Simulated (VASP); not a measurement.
# Cd (P6_3/mmc) in VASP: a series of runs

Cd is run at these levels: PBE; tasks: single point, relaxation of cell and atoms.

Program: VASP 6.6.1. These are calculated values, not measurements. Logs are shortened: lines on timing, memory, paths and dates and some standing lists are left out, and cuts for length are marked.

## 1. The cell of the first run

Symmetry: P6_3/mmc, No. 194, hexagonal system. Conventional cell: a = 3.013 Å, b = 3.013 Å, c = 5.834 Å, α = 90.00°, β = 90.00°, γ = 120.00°. Within 4.0 Å of Cd (site symmetry -6m2) lie 12 Cd at 3.01 to 3.40 Å.

## 2. Single point, PBE

INCAR

```
SYSTEM = Cd
PREC = Accurate
ENCUT = 520
EDIFF = 1E-7
ISMEAR = 0
SIGMA = 0.1
LREAL = .FALSE.
LASPH = .TRUE.
NELM = 60
ALGO = Fast
ISIF = 2
LWAVE = .FALSE.
LCHARG = .FALSE.
GGA = PE
NBANDS = 19
```

KPOINTS

```
Automatic mesh
0
G
  18 18 8
  0 0 0
```

POSCAR

```
Cd
1.0
    3.0128231207      0.0000000000      0.0000000000
   -1.5064115604      2.6091813597      0.0000000000
    0.0000000000      0.0000000000      5.8344081187
Cd
2
Direct
    0.3333333333      0.6666666667      0.2500000000
    0.6666666667      0.3333333333      0.7500000000
```

Potentials or basis: VASP PAW PBE potentials, release 64 (Cd).

Command:

```console
$ cat potpaw_PBE.64/Cd/POTCAR > POTCAR
$ mpirun -np 1 vasp_std > vasp.out
```

OUTCAR:

```text
SYSTEM = Cd
   PREC = Accurate
   ENCUT = 520
   EDIFF = 1E-7
   ISMEAR = 0
   LREAL = .FALSE.
   LASPH = .TRUE.
   NELM = 60
   ISIF = 2
   GGA = PE

 ion  position               nearest neighbor table
   1  0.333  0.667  0.250-   2 3.40   2 3.40   2 3.40   2 3.40   2 3.40   2 3.40
   2  0.667  0.333  0.750-   1 3.40   1 3.40   1 3.40   1 3.40   1 3.40   1 3.40

  LATTYP: Found a hexagonal cell.
 ALAT       =     3.0128231207
 C/A-ratio  =     1.9365252738

  Lattice vectors:

 A1 = (   3.0128231207,   0.0000000000,   0.0000000000)
 A2 = (  -1.5064115604,   2.6091813597,   0.0000000000)
 A3 = (   0.0000000000,   0.0000000000,   5.8344081187)

Analysis of symmetry for initial positions (statically):
=====================================================================
 Subroutine PRICEL returns:
 Original cell was already a primitive cell.

 Routine SETGRP: Setting up the symmetry group for a
 hexagonal supercell.

 Subroutine GETGRP returns: Found 24 space group operations
 (whereof 12 operations were pure point group operations)
 out of a pool of 24 trial point group operations.

The static configuration has the point symmetry D_3d.
 The point group associated with its full space group is D_6h.

Analysis of symmetry for dynamics (positions and initial velocities):
=====================================================================
 Subroutine PRICEL returns:
 Original cell was already a primitive cell.

 Routine SETGRP: Setting up the symmetry group for a
 hexagonal supercell.

 Subroutine GETGRP returns: Found 24 space group operations
 (whereof 12 operations were pure point group operations)
 out of a pool of 24 trial point group operations.

The dynamic configuration has the point symmetry D_3d.
 The point group associated with its full space group is D_6h.

 Subroutine INISYM returns: Found 24 space group operations
 (whereof 12 operations are pure point group operations),
 and found     1 'primitive' translations

----------------------------------------------------------------------------------------

                                     Primitive cell

  volume of cell :      45.8643

  direct lattice vectors                    reciprocal lattice vectors
     3.012823121  0.000000000  0.000000000     0.331914606  0.191630987  0.000000000
    -1.506411560  2.609181360  0.000000000     0.000000000  0.383261975  0.000000000
     0.000000000  0.000000000  5.834408119     0.000000000  0.000000000  0.171396992

  length of vectors
     3.012823121  3.012823121  5.834408119     0.383261975  0.383261975  0.171396992

  position of ions in fractional coordinates (direct lattice)
     0.333333333  0.666666667  0.250000000
     0.666666667  0.333333333  0.750000000

  ion indices of the primitive-cell ions
   primitive index   ion index
                 1           1
                 2           2

----------------------------------------------------------------------------------------

 KPOINTS: Automatic mesh

Automatic generation of k-mesh.
 Grid dimensions read from file:
 generate k-points for:   18   18    8

 Generating k-lattice:

  Cartesian coordinates                     Fractional coordinates (reciprocal lattice)
     0.018439700  0.010646166  0.000000000     0.055555556  0.000000000  0.000000000
     0.000000000  0.021292332  0.000000000     0.000000000  0.055555556  0.000000000
     0.000000000  0.000000000  0.021424624     0.000000000  0.000000000  0.125000000

  Length of vectors
     0.021292332  0.021292332  0.021424624

  Shift w.r.t. Gamma in fractional coordinates (k-lattice)
     0.000000000  0.000000000  0.000000000

 Subroutine IBZKPT returns following result:
 ===========================================

 Found    185 irreducible k-points:

 Following reciprocal coordinates:
            Coordinates               Weight
  0.000000  0.000000  0.000000      1.000000
  0.055556 -0.000000  0.000000      6.000000
  0.111111 -0.000000  0.000000      6.000000
  0.166667  0.000000  0.000000      6.000000
  0.222222  0.000000  0.000000      6.000000
  0.277778 -0.000000  0.000000      6.000000
[... 16 lines left out ...]
  0.333333  0.111111  0.000000     12.000000
  0.388889  0.111111  0.000000     12.000000
 [... further k-points ...]
   k-points           NKPTS =    185   k-points in BZ     NKDIM =    185   number of bands    NBANDS=     19
   number of dos      NEDOS =    301   number of ions     NIONS =      2
   total plane-waves  NPLWV =  27648
   dimension x,y,z NGX =    24 NGY =   24 NGZ =   48
   dimension x,y,z NGXF=    48 NGYF=   48 NGZF=   96
   ions per type =               2
   NGX,Y,Z   is equivalent  to a cutoff of  13.24, 13.24, 13.68 a.u.
   NGXF,Y,Z  is equivalent  to a cutoff of  26.49, 26.49, 27.35 a.u.
 SYSTEM =  Cd
   PREC   = accura    normal or accurate (medium, high low for compatibility)
   ISTART =      0    job   : 0-new  1-cont  2-samecut
   ICHARG =      2    charge: 1-file 2-atom 10-const
   ISPIN  =      1    spin polarized calculation?
   LNONCOLLINEAR =      F non collinear calculations
   LSORBIT =      F    spin-orbit coupling
   LASPH  =      T    aspherical Exc in radial PAW
   ENCUT  =  520.0 eV  38.22 Ry    6.18 a.u.   5.60  5.60 10.85*2*pi/ulx,y,z
   NELM   =     60;   NELMIN=  2; NELMDL= -5     # of ELM steps
   EDIFF  = 0.1E-06   stopping-criterion for ELM
   LREAL  =      F    real-space projection
   EDIFFG = 0.1E-05   stopping-criterion for IOM
   NSW    =      0    number of steps for IOM
   IBRION =     -1    ionic relax: 0-MD 1-quasi-New 2-CG
   NFREE  =      0    steps in history (QN), initial steepest desc. (CG)
   ISIF   =      2    stress and relaxation
   ISYM   =      2    0-nonsym 1-usesym 2-fastsym
   POTIM  = 0.5000    time-step for ionic-motion
   TEBEG  =    0.0;   TEEND  =   0.0 temperature during run
   PSTRESS=    0.0 pullay stress
   NELECT =      24.0000    total number of electrons
   NUPDOWN=      -1.0000    fix difference up-down
   EMIN   =  10.00;   EMAX   =-10.00  energy-range for DOS
   EFERMI =   0.00;   METHOD = LEGACY
   ISMEAR =     0;   SIGMA  =   0.10  broadening in eV -4-tet -1-fermi 0-gaus
   EFERMI_NEDOS =   21; number of points for ismear=-14 and -15
   IALGO  =     68    algorithm
   IMIX   =      4    mixing-type and parameters
     AMIX     =   0.40;   BMIX     =  1.00
     AMIX_MAG =   1.60;   BMIX_MAG =  1.00
  volume/ion in A,a.u.               =      22.93       154.75
  Fermi-wavevector in a.u.,A,eV,Ry     =   1.319229  2.492982 23.679122  1.740366
  Thomas-Fermi vector in A             =   2.449143
   LORBIT       =      0    0 simple, 1 ext, 2 COOP (PROOUT), +10 PAW based schemes
   GGA     = PE    functional components
   LHFCALC =     F    Hartree Fock is set to
   AEXX    =    0.0000 exact exchange contribution
   IVDW    =     0    specifies the selected vdW correction
   LEPSILON=     F    determine dielectric tensor
   LRPA    =     F    only Hartree local field effects (RPA)
 non-spin polarized calculation
 RMM-DIIS sequential band-by-band and
 Gauss-broadening in eV      SIGMA  =   0.10
  energy-cutoff  :      520.00
  volume of cell :       45.86
 maximum number of plane-waves:      1270
 NGX is ok and might be reduce to    24
   NGX = 11   NGY = 11   NGZ = 21

 number of electron      23.9999993 magnetization

 Free energy of the ion-electron system (eV)
  ---------------------------------------------------
  ext. energy  EPLUGINS =         0.00000000
  ---------------------------------------------------
  free energy    TOTEN  =        -1.49545792 eV

  energy without entropy =       -1.49270908  energy(sigma->0) =       -1.49408350

 E-fermi :   2.5977     XC(G=0): -10.7092

 val. band max:        2.5931145840   @ k =   0.2222   0.0556   0.1250
 cond. band min:       2.6327998531   @ k =   0.2778   0.0556   0.0000
 fundamental gap:      0.0396852691
 Fermi energy:         2.5977087267

 k-point     1 :       0.0000    0.0000    0.0000
  band No.  band energies     occupation
      1      -7.1372      2.00000
      2      -6.9398      2.00000
      3      -6.5837      2.00000
      4      -6.5837      2.00000
      5      -6.5452      2.00000
      6      -6.5452      2.00000
[... 11 lines left out ...]
     18      17.2230      0.00000
     19      18.1174      0.00000

 k-point     2 :       0.0556   -0.0000    0.0000
  band No.  band energies     occupation
      1      -7.1068      2.00000
      2      -6.9126      2.00000
      3      -6.5946      2.00000
      4      -6.5570      2.00000
      5      -6.5557      2.00000
      6      -6.5193      2.00000
[... 11 lines left out ...]
     18      16.8338      0.00000
     19      18.4103      0.00000

 k-point     3 :       0.1111   -0.0000    0.0000
  band No.  band energies     occupation
      1      -7.0294      2.00000
      2      -6.8500      2.00000
      3      -6.6220      2.00000
      4      -6.5755      2.00000
      5      -6.4793      2.00000
      6      -6.4439      2.00000
[... 11 lines left out ...]
     18      16.4422      0.00000
     19      18.0086      0.00000

 k-point     4 :       0.1667    0.0000    0.0000
  band No.  band energies     occupation
      1      -6.9662      2.00000
      2      -6.7913      2.00000
      3      -6.6590      2.00000
      4      -6.5434      2.00000
      5      -6.3581      2.00000
      6      -6.3264      2.00000
[... 407 lines left out ...]
     18      13.7977      0.00000
     19      14.6195      0.00000

 k-point    23 :       0.3333    0.1111    0.0000
  band No.  band energies     occupation
      1      -7.1047      2.00000
      2      -6.9402      2.00000
      3      -6.8227      2.00000
      4      -6.4971      2.00000
      5      -6.3266      2.00000
      6      -6.3178      2.00000
[... 11 lines left out ...]
     18      13.3417      0.00000
     19      14.3411      0.00000

 k-point    24 :       0.3889    0.1111    0.0000
  band No.  band energies     occupation
      1      -7.1497      2.00000
      2      -6.9836      2.00000
      3      -6.8814      2.00000
      4      -6.5205      2.00000
      5      -6.3536      2.00000
      6      -6.2610      2.00000
[... 11 lines left out ...]
     18      13.0545      0.00000
     19      14.1586      0.00000

 [... further k-points ...]

------------------------ aborting loop because EDIFF is reached ----------------------------------------

  FORCE on cell =-STRESS in cart. coord.  units (eV):
  Direction    XX          YY          ZZ          XY          YZ          ZX
  --------------------------------------------------------------------------------------
  -------------------------------------------------------------------------------------
  Total        0.1082918      0.1082918      0.0450620     -0.0000000      0.0000000      0.0000000
  in kB        3.7829591      3.7829591      1.5741508     -0.0000000      0.0000000      0.0000000
  external PRESSURE =       3.0466897 kB  Pullay stress =       0.0000000 kB

 VOLUME and BASIS-vectors are now :
 -----------------------------------------------------------------------------
  energy-cutoff  :      520.00
  volume of cell :       45.86
      direct lattice vectors                 reciprocal lattice vectors
     3.012823121  0.000000000  0.000000000     0.331914606  0.191630987  0.000000000
    -1.506411560  2.609181360  0.000000000     0.000000000  0.383261975  0.000000000
     0.000000000  0.000000000  5.834408119     0.000000000  0.000000000  0.171396992

 POSITION                                       TOTAL-FORCE (eV/Angst)
 -----------------------------------------------------------------------------------
     -0.00000      1.73945      1.45860         0.000000     -0.000000      0.000000
      1.50641      0.86973      4.37581        -0.000000      0.000000      0.000000
 -----------------------------------------------------------------------------------
    total drift:                               -0.000000      0.000000      0.000000

  FREE ENERGIE OF THE ION-ELECTRON SYSTEM (eV)
  ---------------------------------------------------
  free  energy   TOTEN  =        -1.4954579188 eV

  energy  without entropy=       -1.4927090814  energy(sigma->0) =       -1.49408350
```

It took 2.1 min on 1 thread of Oxide Virtual Turin-like, shared host; peak memory 0.23 GiB.

Results:

- Free energy: -1.4955 eV
- Pressure: 0.3 GPa
- Band gap on the k mesh: zero (band 12 reaches 4.17 eV, above the bottom of band 13 at -0.29 eV)

[end of part 1 of 2]
